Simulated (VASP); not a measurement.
The system is ZrC2.

```
Zr C
1.0
     3.10065    0.00000    0.00000
    -1.55033    2.68525    0.00000
     0.00000    0.00000    3.42349
Zr C
1 2
Direct
  0.00000 0.00000 0.00000
  0.33333 0.66667 0.50000
  0.66667 0.33333 0.50000
```

This cell differs from its parent crystal: atoms taken out.

```yaml
Program: VASP 6.6.1
Task: relaxation of cell and atoms
Functional: PBE
Potentials_or_basis: VASP PAW PBE potentials, release 64 (Zr_sv, C)
Cutoff: 600 eV
k_mesh: 6 × 6 × 6
Occupations: gaussian, width 0.1 eV
Spin: no spin polarisation
```

At the start: pressure 1.2 GPa; volume 9.50 Å³/atom.

How do energy, volume and symmetry change on relaxing?

Over 4 steps the energy falls by 13.4 meV/atom and the volume is 9.87 Å³/atom (+3.9 %); space group P6/mmm (No. 191, to 0.1 Å) before and after.

The path:
| step | energy change (eV) | largest force (eV/Å) | pressure (GPa) | volume (Å³) |
| --- | --- | --- | --- | --- |
| 1 | 0.0000 | 0.0000 | 1.19 | 28.50 |
| 2 | -0.0189 | 0.0000 | 0.49 | 28.79 |
| 3 | -0.0312 | 0.0000 | -0.22 | 29.07 |
| 4 | -0.0403 | 0.0000 | -0.28 | 29.62 |

Final structure:
```
Zr C
1.0
     3.23289    0.00000    0.00000
    -1.61645    2.79977    0.00000
     0.00000    0.00000    3.27206
Zr C
1 2
Direct
  0.00000 0.00000 0.00000
  0.33333 0.66667 0.50000
  0.66667 0.33333 0.50000
```

Caveat: the k points lie up to 0.37 Å⁻¹ apart in the final cell, too coarse for converged energies and pressures of a metal; the cell differs from its parent crystal (atoms taken out).
